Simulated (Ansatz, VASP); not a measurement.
SiNi: VASP beside Ansatz

File INCAR:

```
SYSTEM = SiNi
PREC = Accurate
ENCUT = 520
EDIFF = 1E-6
ISMEAR = -1
SIGMA = 0.05
LREAL = .False.
LASPH = .True.
NELM = 150
ALGO = Normal
ISIF = 2
LWAVE = .False.
LCHARG = .True.
ISPIN = 2
MAGMOM = 1 1 0 0
LORBIT = 11
LMAXMIX = 4
LDAU = .True.
LDAUTYPE = 2
LDAUL = 2 -1
LDAUU = 2 0
LDAUJ = 0 0
LDAUPRINT = 1
GGA = PS
LELF = .True.
LVHAR = .True.
NBANDS = 26
```

Contents of KPOINTS:

```
regular mesh
0
Gamma
  9 8 6
  0 0 0
```

Contents of POSCAR:

```
SiNi
1.0
    2.9427706600      0.0000000000      0.0000000000
    0.0000000000      3.2803255400      0.0000000000
    0.0000000000      0.0000000000      4.6774467600
Ni Si
2 2
Direct
    0.5000000000      0.5000000000      0.3424955900
    0.0000000000      0.0000000000      0.6575044100
    0.5000000000      0.5000000000      0.8431431600
    0.0000000000      0.0000000000      0.1568568400
```

File input.yaml:

```yaml
crystal:
  lattice:
    - [2.94277066, 0.0, 0.0]
    - [0.0, 3.28032554, 0.0]
    - [0.0, 0.0, 4.67744676]
  atoms:
    - { symbol: Ni, position: [0.5, 0.5, 0.34249559], spin: 1.0 }
    - { symbol: Ni, position: [0.0, 0.0, 0.65750441], spin: 1.0 }
    - { symbol: Si, position: [0.5, 0.5, 0.84314316] }
    - { symbol: Si, position: [0.0, 0.0, 0.15685684] }
kpoints:
  mp_grid: { grid: [9, 8, 6] }
scf:
  occupations: { method: fermi_dirac, width: 0.05 }
hamiltonian:
  xc: pbesol
  pseudopotentials: { kind: all_electron, lapw: { basis_error: 0.002 } }
  hubbard:
    sites: [{ species: Ni, l: d, u_eff: 2 }]
    double_counting: fll
    projectors: ortho-atomic
magnetization:
  spin_polarized: true
output:
  forces: true
  stress: true
  eigenvalues: true
  dos: { projected: false, de: 0.2, e_range: [-14, 6] }
  hubbard: {}
```

Alike in both runs: functional PBEsol; k mesh 9 × 8 × 6; occupations fermi-dirac, width 0.05 eV; collinear spin; Hubbard terms Ni d U = 2.0 eV.

|  | VASP | Ansatz |
| --- | --- | --- |
| version | VASP 6.6.1 | Ansatz 0.2.0 |
| potentials or method | VASP PAW PBE potentials, release 64 (Ni, Si), cutoff 520 eV | all-electron LAPW, scalar-relativistic |
| task | single point | density of states |

Ansatz gave:

```
gap on the k mesh at the Fermi level (eV)                     : none
pressure (GPa)                                                : -0.3
traceless stress, the component that is largest in VASP (GPa) : -0.72
rms of the force components (eV/Å)                            : 0.060
net moment per atom (μB)                                      : 0.00
```

Problem. Which values does VASP return?

Solution. gap on the k mesh at the Fermi level (eV): none; pressure (GPa): -2.9; traceless stress, the component that is largest in VASP (GPa): -0.78; rms of the force components (eV/Å): 0.091; net moment per atom (μB): 0.00.

VASP's potentials were made for PBE, not for PBEsol. The programs project onto different local orbitals, so the same U acts differently, and such runs can settle in different states. Atom by atom the forces differ by 0.035 eV/Å (rms over components). A gap of «none» marks a metal or a gap that the smearing closes. Ansatz ran all-electron here, and VASP with PAW potentials.

Noted on Ansatz's run: the magnetic state may not be the lowest; U is the effective U less J, on atomic orbitals that reach past the spheres.
